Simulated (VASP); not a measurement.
Set up this calculation in VASP 6.6.1, as the native input.

```yaml
Task: single point
Functional: PBE
Dispersion: D3(BJ)
Potentials_or_basis: VASP PAW PBE potentials, release 64 (Al)
Cutoff: 520 eV
k_mesh: 20 × 20 × 20
Occupations: gaussian, width 0.15 eV
Spin: no spin polarisation
Dipole_correction: no
Further_INCAR_settings: ALGO = Fast; EDIFF = 1e-07; NBANDS = 8
```

The structure of Al lies in POSCAR:

```
Al
1.0
    0.0000000000      2.0239800000      1.9329009000
    2.0239800000      0.0000000000      1.9329009000
    2.0239800000      2.0239800000      0.0000000000
Al
1
Direct
    0.0000000000      0.0000000000      0.0000000000
```

This cell differs from its parent crystal: strain -0.0450 x Voigt [0, 0, 1, 0, 0, 0].

The input as run:

INCAR

```
ALGO = Fast
EDIFF = 1E-7
ENCUT = 520
GGA = PE
ISIF = 2
ISMEAR = 0
IVDW = 12
LASPH = True
LCHARG = True
LELF = True
LREAL = False
LVHAR = True
LWAVE = False
NBANDS = 8
NELM = 60
PREC = Accurate
SIGMA = 0.15
```

KPOINTS

```
k-points
0
Gamma
  20 20 20
```

Potentials or basis: VASP PAW PBE potentials, release 64 (Al).

The run is started by

```console
$ cat potpaw_PBE.64/Al/POTCAR > POTCAR
$ mpirun -np 1 vasp_std > vasp.out
```

It gave:

- Pressure: -0.1 GPa
- Dispersion energy per atom: -0.351 eV

Caveat: the cell differs from its parent crystal (strain -0.0450 x Voigt [0, 0, 1, 0, 0, 0]); pairwise dispersion overbinds metals, which lowers pressure and volume.

Run time: 75 s on 1 thread of Intel Xeon 6975P-C, with other jobs on the host, peak memory 0.2 GiB.
